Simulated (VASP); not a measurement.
Pd2PtS3:

```
CELL_PARAMETERS angstrom
6.05660 0.00000 0.00000
-3.02830 5.24517 0.00000
0.00000 0.00000 3.56013
ATOMIC_POSITIONS crystal
Pd 0.33333 0.66667 0.50000
Pd 0.66667 0.33333 0.50000
Pt 0.00000 0.00000 0.50000
S 0.00000 0.50000 0.00000
S 0.50000 0.00000 0.00000
S 0.50000 0.50000 0.00000
```

```yaml
Program: VASP 6.6.1
Task: relaxation of cell and atoms
Functional: PBE
Potentials_or_basis: VASP PAW PBE potentials, release 64 (Pd, Pt, S)
Cutoff: 600 eV
k_mesh: 6 × 6 × 10
Occupations: gaussian, width 0.1 eV
Spin: no spin polarisation
```

At the start: pressure -3.5 GPa; volume 18.85 Å³/atom.

Question: How do energy, volume and symmetry change on relaxing?

Answer: Over 15 steps the energy falls by 19.1 meV/atom and the volume is 18.74 Å³/atom (-0.6 %); space group P6/mmm (No. 191, to 0.05 Å).

The path:
```csv
step,energy change (eV),largest force (eV/Å),pressure (GPa),volume (Å³)
1,0.0000,0.0000,-3.48,113.10
2,-0.0363,0.0000,2.82,106.51
3,-0.0554,0.0000,0.28,108.86
4,-0.0619,0.0000,0.29,109.09
5,-0.0808,0.0000,0.34,109.75
6,-0.1083,0.0000,0.55,110.95
7,-0.0823,0.0000,1.49,112.75
8,-0.1127,0.0000,0.77,111.63
9,-0.1035,0.0000,-1.63,114.85
10,-0.1146,0.0000,0.03,112.57
11,-0.1146,0.0000,0.01,112.55
12,-0.1141,0.0000,0.41,112.09
13,-0.1146,0.0000,0.05,112.53
14,-0.1147,0.0000,0.05,112.50
15,-0.1147,0.0000,0.00,112.45
```

Final structure:
```
Pd Pt S
1.0
     6.30997    0.00000    0.00000
    -3.15499    5.46460    0.00000
     0.00000    0.00000    3.26119
Pd Pt S
2 1 3
Direct
  0.33333 0.66667 0.50000
  0.66667 0.33333 0.50000
  0.00000 0.00000 0.50000
  0.00000 0.50000 0.00000
  0.50000 0.00000 0.00000
  0.50000 0.50000 0.00000
```
